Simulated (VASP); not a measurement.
# Al2Cu (I4/mmm) in VASP: notebook, part 2 of 2

VASP 6.6.1. The steps go on from the part before.

### Step 3. Single point, r2SCAN (strain -0.0500 x Voigt [0, 0, 1, 0, 0, 0])

Input file POSCAR:

```
Al2Cu
1.0
   -2.0273575169      2.0273575169      2.7236381377
    2.0273575169     -2.0273575169      2.7236381377
    2.0273575169      2.0273575169     -2.7236381377
Al Cu
2 1
Direct
    0.7500000000      0.2500000000      0.5000000000
    0.2500000000      0.7500000000      0.5000000000
    0.5000000000      0.5000000000      0.0000000000
```

Input file INCAR.step1:

```
PREC = Accurate
ENCUT = 520
ISMEAR = 0
SIGMA = 0.15
LREAL = False
LASPH = True
NELM = 100
NBANDS = 16
GGA = PE
ALGO = Normal
EDIFF = 1E-4
LWAVE = True
LCHARG = False
```

Input file INCAR.step2:

```
PREC = Accurate
ENCUT = 520
EDIFF = 1E-6
ISMEAR = 0
SIGMA = 0.15
LREAL = False
LASPH = True
NELM = 100
ALGO = Normal
ISIF = 2
LWAVE = False
LCHARG = False
METAGGA = R2SCAN
LMIXTAU = True
NBANDS = 16
ISTART = 1
```

Input file KPOINTS:

```
regular mesh
0
Gamma
  16 16 16
```

Potentials or basis: VASP PAW PBE potentials, release 64 (Al, Cu).

Started as:

```
> cat potpaw_PBE.64/Al/POTCAR potpaw_PBE.64/Cu/POTCAR > POTCAR
> cp INCAR.step1 INCAR
> mpirun -np 1 vasp_std > vasp.out
> cp INCAR.step2 INCAR
> mpirun -np 1 vasp_std > vasp.out
```

OUTCAR:

```text
PREC = Accurate
   ENCUT = 520
   EDIFF = 1E-6
   ISMEAR = 0
   LREAL = False
   LASPH = True
   NELM = 100
   ISIF = 2
   METAGGA = R2SCAN
   ISTART = 1

 ion  position               nearest neighbor table
   1  0.750  0.250  0.500-   3 2.44   3 2.44   3 2.44   3 2.44   2 2.72   2 2.72   2 2.87   2 2.87
                             2 2.87   2 2.87
   2  0.250  0.750  0.500-   3 2.44   3 2.44   3 2.44   3 2.44   1 2.72   1 2.72   1 2.87   1 2.87
                             1 2.87   1 2.87
   3  0.500  0.500  0.000-   2 2.44   1 2.44   2 2.44   1 2.44   1 2.44   2 2.44   1 2.44   2 2.44

  LATTYP: Found a body centered tetragonal cell.
 ALAT       =     4.0547150338
 C/A-ratio  =     1.3434424442

  Lattice vectors:

 A1 = (  -2.0273575169,   2.0273575169,   2.7236381377)
 A2 = (   2.0273575169,  -2.0273575169,   2.7236381377)
 A3 = (   2.0273575169,   2.0273575169,  -2.7236381377)

Analysis of symmetry for initial positions (statically):
=====================================================================
 Subroutine PRICEL returns:
 Original cell was already a primitive cell.

 Routine SETGRP: Setting up the symmetry group for a
[... 166 lines left out ...]
  ---------------------------------------------------
  free energy    TOTEN  =       -24.84589029 eV

  energy without entropy =      -24.83661388  energy(sigma->0) =      -24.84125209

 E-fermi :   7.5794     XC(G=0): -11.4598

 val. band max:        7.5714276661   @ k =  -0.2500  -0.2500   0.2500
 cond. band min:       7.5794538144   @ k =  -0.1875   0.1875   0.0000
 fundamental gap:      0.0080261483
 Fermi energy:         7.5794424870

 k-point     1 :       0.0000    0.0000    0.0000
  band No.  band energies     occupation
      1      -3.5616      2.00000
      2       2.5843      2.00000
      3       2.6339      2.00000
      4       2.6340      2.00000
      5       3.1578      2.00000
      6       3.2604      2.00000
[... 433 lines left out ...]
      3       2.6146      2.00000
      4       2.6476      2.00000
      5       3.1486      2.00000
      6       3.2611      2.00000
[... 8 lines left out ...]
     15      14.9284      0.00000
     16      15.5640      0.00000

 [... further k-points ...]
[... 5 lines left out ...]
  --------------------------------------------------------------------------------------
  -------------------------------------------------------------------------------------
  Total        1.0362210      1.0362210      3.0151419      0.0000000      0.0000000      0.0000000
  in kB       37.0760016     37.0760016    107.8818167      0.0000000      0.0000000      0.0000000
  external PRESSURE =      60.6779400 kB  Pullay stress =       0.0000000 kB

 VOLUME and BASIS-vectors are now :
 -----------------------------------------------------------------------------
  energy-cutoff  :      520.00
  volume of cell :       44.78
      direct lattice vectors                 reciprocal lattice vectors
    -2.027357517  2.027357517  2.723638138     0.000000000  0.246626456  0.183577985
     2.027357517 -2.027357517  2.723638138     0.246626456  0.000000000  0.183577985
     2.027357517  2.027357517 -2.723638138     0.246626456  0.246626456  0.000000000

 POSITION                                       TOTAL-FORCE (eV/Angst)
 -----------------------------------------------------------------------------------
      0.00000      2.02736      1.36182         0.000000     -0.000000      0.000000
      2.02736      0.00000      1.36182        -0.000000     -0.000000     -0.000000
      0.00000      0.00000      2.72364         0.000000      0.000000     -0.000000
 -----------------------------------------------------------------------------------
    total drift:                                0.000000     -0.000000      0.000000

  FREE ENERGIE OF THE ION-ELECTRON SYSTEM (eV)
  ---------------------------------------------------
  free  energy   TOTEN  =       -24.8458902948 eV

  energy  without entropy=      -24.8366138790  energy(sigma->0) =      -24.84125209
```

OUTCAR.step1:

```text
PREC = Accurate
   ENCUT = 520
   ISMEAR = 0
   LREAL = False
   LASPH = True
[... 684 lines left out ...]
      0.00000      2.02736      1.36182         0.000000     -0.000000      0.000000
      2.02736      0.00000      1.36182        -0.000000      0.000000     -0.000000
      0.00000      0.00000      2.72364         0.000000      0.000000     -0.000000
 -----------------------------------------------------------------------------------
    total drift:                                0.000000     -0.000000      0.000000

  FREE ENERGIE OF THE ION-ELECTRON SYSTEM (eV)
  ---------------------------------------------------
  free  energy   TOTEN  =       -11.6271412054 eV

  energy  without entropy=      -11.6175479429  energy(sigma->0) =      -11.62234457
```

OSZICAR.step1:

```text
N       E                     dE             d eps       ncg     rms          rms(c)
DAV:   1     0.631492856832E+02    0.63149E+02   -0.68925E+03 11216   0.114E+03
DAV:   2    -0.114569613682E+02   -0.74606E+02   -0.66068E+02 11928   0.204E+02
DAV:   3    -0.140595147746E+02   -0.26026E+01   -0.25478E+01 15240   0.431E+01
DAV:   4    -0.141152991538E+02   -0.55784E-01   -0.55755E-01 13288   0.535E+00
DAV:   5    -0.141180112788E+02   -0.27121E-02   -0.27121E-02 17448   0.131E+00    0.154E+01
DAV:   6    -0.163139221186E+02   -0.21959E+01   -0.44696E+01 12688   0.221E+02    0.124E+01
DAV:   7    -0.117904833321E+02    0.45234E+01   -0.11277E+01 14024   0.805E+01    0.230E+00
DAV:   8    -0.116633350620E+02    0.12715E+00   -0.11224E+00 16064   0.295E+01    0.181E+00
DAV:   9    -0.116275284704E+02    0.35807E-01   -0.13745E-01 16416   0.921E+00    0.280E-01
DAV:  10    -0.116294604813E+02   -0.19320E-02   -0.38993E-03 18088   0.139E+00    0.348E-01
DAV:  11    -0.116271048877E+02    0.23556E-02   -0.64395E-03 14680   0.280E+00    0.312E-02
DAV:  12    -0.116271412054E+02   -0.36318E-04   -0.36936E-04 10912   0.129E-01
   1 F= -.11627141E+02 E0= -.11622345E+02  d E =-.959326E-02
```

It took 22 min on 1 thread of Intel Xeon 8259CL, shared host; peak memory 0.36 GiB.

Results:

```
Free energy            : -24.8459 eV
Pressure               : 6.1 GPa
Band gap on the k mesh : zero (an odd number of electrons rules out a gap without spin polarisation)
```

Caveat: the cell differs from its parent crystal (strain -0.0500 x Voigt [0, 0, 1, 0, 0, 0]); the stress differs along the axes, from 4 to 11 GPa; the PAW data sets were made with another functional, which shifts forces and pressure a little.
